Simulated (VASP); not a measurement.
# GaN (P6_3mc) in VASP: a series of runs, part 2 of 2

VASP 6.6.1.

**3. Single point, r2SCAN (10.69 Å³/atom)**

This run uses another cell than the first one, of 10.69 Å³/atom.

File POSCAR:

```
GaN
1.0
    3.1181691237      0.0000000000      0.0000000000
   -1.5590845618      2.7004136745      0.0000000000
    0.0000000000      0.0000000000      5.0778076624
Ga N
2 2
Direct
    0.3333333333      0.6666666667     -0.0008868489
    0.6666666667      0.3333333333      0.4991131511
    0.3333333333      0.6666666667      0.3758868489
    0.6666666667      0.3333333333      0.8758868489
```

File INCAR.step1:

```
SYSTEM = GaN
PREC = Accurate ; ENCUT = 1460
ISMEAR = 0 ; SIGMA = 0.01
LREAL = .FALSE. ; LASPH = .TRUE.
NELM = 120 ; NBANDS = 26
GGA = PE ; ALGO = Normal
EDIFF = 1E-5 ; LWAVE = .TRUE.
LCHARG = .FALSE. ; GGA_COMPAT = .FALSE.
```

File INCAR.step2:

```
SYSTEM = GaN
PREC = Accurate ; ENCUT = 1460
EDIFF = 1E-6 ; ISMEAR = 0
SIGMA = 0.01 ; LREAL = .FALSE.
LASPH = .TRUE. ; NELM = 120
ALGO = Normal ; ISIF = 2
LWAVE = .FALSE. ; LCHARG = .FALSE.
METAGGA = R2SCAN ; LMIXTAU = .TRUE.
NBANDS = 26 ; ISTART = 1
GGA_COMPAT = .FALSE.
```

File KPOINTS:

```
regular mesh
0
G
  9 9 4
  0 0 0
```

Potentials or basis: VASP PAW PBE potentials, release 64 (Ga_d, N_h).

Run with:

```console
$ cat potpaw_PBE.64/Ga_d/POTCAR potpaw_PBE.64/N_h/POTCAR > POTCAR
$ cp INCAR.step1 INCAR
$ mpirun -np 1 vasp_std > vasp.out
$ cp INCAR.step2 INCAR
$ mpirun -np 1 vasp_std > vasp.out
```

OUTCAR:

```text
SYSTEM = GaN
   PREC = Accurate
   ENCUT = 1460
   EDIFF = 1E-6
   ISMEAR = 0
   LREAL = .FALSE.
   LASPH = .TRUE.
   NELM = 120
   ISIF = 2
   METAGGA = R2SCAN
   ISTART = 1

 ion  position               nearest neighbor table
   1  0.333  0.667  0.999-   4 1.91   4 1.91   4 1.91   3 1.91
   2  0.667  0.333  0.499-   3 1.91   3 1.91   3 1.91   4 1.91
   3  0.333  0.667  0.376-   2 1.91   2 1.91   2 1.91   1 1.91
   4  0.667  0.333  0.876-   1 1.91   1 1.91   1 1.91   2 1.91

  LATTYP: Found a hexagonal cell.
 ALAT       =     3.1181691237
 C/A-ratio  =     1.6284580666

[... 889 lines left out ...]

 [... further k-points ...]
[... 5 lines left out ...]
  --------------------------------------------------------------------------------------
  -------------------------------------------------------------------------------------
  Total        4.0468357      4.0468357      4.0174563      0.0000000     -0.0000000     -0.0000000
  in kB      151.6421540    151.6421540    150.5412543      0.0000000     -0.0000000     -0.0000000
  external PRESSURE =     151.2751874 kB  Pullay stress =       0.0000000 kB

 VOLUME and BASIS-vectors are now :
 -----------------------------------------------------------------------------
  energy-cutoff  :     1460.00
  volume of cell :       42.76
      direct lattice vectors                 reciprocal lattice vectors
     3.118169124  0.000000000  0.000000000     0.320701014  0.185156817  0.000000000
    -1.559084562  2.700413675  0.000000000     0.000000000  0.370313634  0.000000000
     0.000000000  0.000000000  5.077807662     0.000000000  0.000000000  0.196935384

 POSITION                                       TOTAL-FORCE (eV/Angst)
 -----------------------------------------------------------------------------------
     -0.00000      1.80028      5.07330        -0.000000      0.000000      0.011817
      1.55908      0.90014      2.53440         0.000000     -0.000000      0.011817
     -0.00000      1.80028      1.90868         0.000000      0.000000     -0.011817
      1.55908      0.90014      4.44758        -0.000000     -0.000000     -0.011817
 -----------------------------------------------------------------------------------
    total drift:                               -0.000000     -0.000000     -0.012080

  FREE ENERGIE OF THE ION-ELECTRON SYSTEM (eV)
  ---------------------------------------------------
  free  energy   TOTEN  =       -43.6945320744 eV

  energy  without entropy=      -43.6945320744  energy(sigma->0) =      -43.69453207
```

Wall time 8 min (1 thread of Intel Xeon Platinum 8488C (Sapphire Rapids), shared host); peak memory 0.45 GiB.

Results:

- Free energy: -43.6945 eV
- Pressure: 15.1 GPa
- Largest force: 0.012 eV/Å
- Band gap on the k mesh: 2.77 eV

Forces on the atoms (eV/Å):
```
Ga   0.000  0.000  0.012
Ga   0.000  0.000  0.012
N    0.000  0.000 -0.012
N    0.000  0.000 -0.012
```

Stress tensor (GPa, compression positive):
```
15.16  0.00  0.00
 0.00 15.16  0.00
 0.00  0.00 15.05
```

Levels at points of the mesh, in eV from the valence-band top:
| k point | band 16 | band 17 | band 18 | band 19 | band 20 | band 21 |
| --- | --- | --- | --- | --- | --- | --- |
| (0.00, 0.00, 0.00) | -0.04 | 0.00 | 0.00 | 2.77 | 5.24 | 10.34 |
| (0.00, 0.00, 0.50) | -0.59 | -0.59 | -0.59 | 5.19 | 5.19 | 9.53 |

Caveat: the cell stands under pressure; the PAW data sets were made with another functional, which shifts forces and pressure a little. r2SCAN opens gaps a little over a GGA but as a rule still falls short of measured ones.

**4. Single point, r2SCAN (10.69 Å³/atom)**

This run uses another cell than the first one, of 10.69 Å³/atom.

File POSCAR:

```
GaN
1.0
    3.1181691034      0.0000000000      0.0000000000
   -1.5590845517      2.7004136568      0.0000000000
    0.0000000000      0.0000000000      5.0778075798
Ga N
2 2
Direct
    0.3333333333      0.6666666667     -0.0008868499
    0.6666666667      0.3333333333      0.4991131501
    0.3333333333      0.6666666667      0.3758868499
    0.6666666667      0.3333333333      0.8758868499
```

File INCAR.step1:

```
SYSTEM = GaN
PREC = Accurate
ENCUT = 1460
ISMEAR = 0
SIGMA = 0.01
LREAL = .False.
LASPH = .True.
NELM = 120
NBANDS = 26
GGA = PE
ALGO = Normal
EDIFF = 1E-5
LWAVE = .True.
LCHARG = .False.
GGA_COMPAT = .False.
```

File INCAR.step2:

```
SYSTEM = GaN
PREC = Accurate
ENCUT = 1460
EDIFF = 1E-6
ISMEAR = 0
SIGMA = 0.01
LREAL = .False.
LASPH = .True.
NELM = 120
ALGO = Normal
ISIF = 2
LWAVE = .False.
LCHARG = .False.
METAGGA = R2SCAN
LMIXTAU = .True.
NBANDS = 26
ISTART = 1
GGA_COMPAT = .False.
```

File KPOINTS:

```
Automatic mesh
0
Gamma
  9 9 4
  0 0 0
```

Run with:

```console
$ cat potpaw_PBE.64/Ga_d/POTCAR potpaw_PBE.64/N_h/POTCAR > POTCAR
$ cp INCAR.step1 INCAR
$ mpirun -np 1 vasp_std > vasp.out
$ cp INCAR.step2 INCAR
$ mpirun -np 1 vasp_std > vasp.out
```

Wall time 15 min (1 thread of Intel Xeon Platinum 8259CL at 2.50GHz (Skylake/Cascade Lake), shared host); peak memory 0.45 GiB.

The run converged. Its results:

```yaml
Free_energy: -43.6945 eV
Pressure: 15.1 GPa
Largest_force: 0.012 eV/Å
Band_gap_on_the_k_mesh: 2.77 eV
```

Forces in eV/Å, atoms in the order of the input:
```
Ga   0.000  0.000  0.012
Ga   0.000  0.000  0.012
N    0.000  0.000 -0.012
N    0.000  0.000 -0.012
```

Stress tensor (GPa, compression positive):
```
15.16  0.00  0.00
 0.00 15.16  0.00
 0.00  0.00 15.05
```

Levels at points of the mesh, in eV from the valence-band top:
```
           k point  band 16  band 17  band 18  band 19  band 20  band 21
(0.00, 0.00, 0.00)    -0.04     0.00     0.00     2.77     5.24    10.34
(0.00, 0.00, 0.50)    -0.59    -0.59    -0.59     5.19     5.19     9.53
```

Caveat: the cell stands under pressure; the PAW data sets were made with another functional, which shifts forces and pressure a little. r2SCAN opens gaps a little over a GGA but as a rule still falls short of measured ones.

**5. Single point, r2SCAN**

File POSCAR:

```
GaN
1.0
    3.1831495935      0.0000000000      0.0000000000
   -1.5915747967      2.7566884120      0.0000000000
    0.0000000000      0.0000000000      5.1836256325
Ga N
2 2
Direct
    0.3333333333      0.6666666667     -0.0008868489
    0.6666666667      0.3333333333      0.4991131511
    0.3333333333      0.6666666667      0.3758868489
    0.6666666667      0.3333333333      0.8758868489
```

INCAR.step1 is that of step 4.

INCAR.step2 is that of step 4.

File KPOINTS:

```
regular mesh
0
Gamma
  9 9 4
  0 0 0
```

Run with:

```console
$ cat potpaw_PBE.64/Ga_d/POTCAR potpaw_PBE.64/N_h/POTCAR > POTCAR
$ cp INCAR.step1 INCAR
$ mpirun -np 1 vasp_std > vasp.out
$ cp INCAR.step2 INCAR
$ mpirun -np 1 vasp_std > vasp.out
```

It took 9.5 min on 1 thread of Intel Xeon Platinum 8259CL at 2.50GHz (Skylake/Cascade Lake), shared host; peak memory 0.48 GiB.

It converged, with:

* Free energy: -43.8278 eV
* Pressure: 1.0 GPa
* Band gap on the k mesh: 2.34 eV

Levels at points of the mesh, in eV from the valence-band top:
| k point | band 16 | band 17 | band 18 | band 19 | band 20 | band 21 |
| --- | --- | --- | --- | --- | --- | --- |
| (0.00, 0.00, 0.00) | -0.04 | 0.00 | 0.00 | 2.34 | 4.81 | 9.96 |
| (0.00, 0.00, 0.50) | -0.55 | -0.55 | -0.55 | 4.77 | 4.77 | 9.18 |

Caveat: the PAW data sets were made with another functional, which shifts forces and pressure a little.

**6. Single point, r2SCAN (11.03 Å³/atom)**

This run uses another cell than the first one, of 11.03 Å³/atom.

File POSCAR:

```
GaN
1.0
    3.1509943688      0.0000000000      0.0000000000
   -1.5754971844      2.7288411706      0.0000000000
    0.0000000000      0.0000000000      5.1312621976
Ga N
2 2
Direct
    0.3333333333      0.6666666667     -0.0008868489
    0.6666666667      0.3333333333      0.4991131511
    0.3333333333      0.6666666667      0.3758868489
    0.6666666667      0.3333333333      0.8758868489
```

File INCAR.step1:

```
SYSTEM = GaN
PREC = Accurate
ENCUT = 1460
ISMEAR = 0
SIGMA = 0.01
LREAL = .FALSE.
LASPH = .TRUE.
NELM = 120
NBANDS = 26
GGA = PE
ALGO = Normal
EDIFF = 1E-5
LWAVE = .TRUE.
LCHARG = .FALSE.
GGA_COMPAT = .FALSE.
```

File INCAR.step2:

```
SYSTEM = GaN
PREC = Accurate
ENCUT = 1460
EDIFF = 1E-6
ISMEAR = 0
SIGMA = 0.01
LREAL = .FALSE.
LASPH = .TRUE.
NELM = 120
ALGO = Normal
ISIF = 2
LWAVE = .FALSE.
LCHARG = .FALSE.
METAGGA = R2SCAN
LMIXTAU = .TRUE.
NBANDS = 26
ISTART = 1
GGA_COMPAT = .FALSE.
```

File KPOINTS:

```
Automatic mesh
0
G
  9 9 4
  0 0 0
```

Potentials or basis: VASP PAW PBE potentials, release 64 (Ga_d, N_h).

Run with:

```console
$ cat potpaw_PBE.64/Ga_d/POTCAR potpaw_PBE.64/N_h/POTCAR > POTCAR
$ cp INCAR.step1 INCAR
$ mpirun -np 1 vasp_std > vasp.out
$ cp INCAR.step2 INCAR
$ mpirun -np 1 vasp_std > vasp.out
```

Wall time 22 min (1 thread of AMD EPYC 7R43 (Zen 3), shared host); peak memory 0.41 GiB.

It converged, with:

- Free energy: -43.7912 eV
- Pressure: 7.5 GPa
- Largest force: 0.005 eV/Å
- Band gap on the k mesh: 2.55 eV

Forces on the atoms (eV/Å):
```
Ga   0.000  0.000  0.005
Ga   0.000  0.000  0.005
N    0.000  0.000 -0.005
N    0.000  0.000 -0.005
```

Stress tensor (GPa, compression positive):
```
7.53 0.00 0.00
0.00 7.53 0.00
0.00 0.00 7.46
```

Levels at points of the mesh, in eV from the valence-band top:
```tsv
k point	band 16	band 17	band 18	band 19	band 20	band 21
(0.00, 0.00, 0.00)	-0.04	0.00	0.00	2.55	5.02	10.15
(0.00, 0.00, 0.50)	-0.57	-0.57	-0.57	4.97	4.97	9.35
```

Caveat: the cell stands under pressure; the PAW data sets were made with another functional, which shifts forces and pressure a little.

**7. Summary**

```csv
cell,gap on the mesh (eV),pressure (GPa),largest force (eV/Å)
"a = 3.183, b = 3.183, c = 5.184 Å, angles 90.0, 90.0, 120.0°, 4 atoms",2.34,1.0,-
"a = 3.118, b = 3.118, c = 5.078 Å, angles 90.0, 90.0, 120.0°, 4 atoms",2.77,15.1,0.01
"a = 3.151, b = 3.151, c = 5.131 Å, angles 90.0, 90.0, 120.0°, 4 atoms",2.55,7.5,0.01
```

Alike in all rows: task single point; level r2SCAN; potentials or basis VASP PAW PBE potentials, release 64 (Ga_d, N_h); no spin polarisation; k mesh 9 × 9 × 4; cutoff (eV) 1460; smearing gaussian 0.01 eV.

Caveats: the PAW data sets were made with another functional, which shifts forces and pressure a little; the cell stands under pressure (at least some runs).

Total energies depend on the potentials used, so only differences within one code and one set of settings carry meaning.
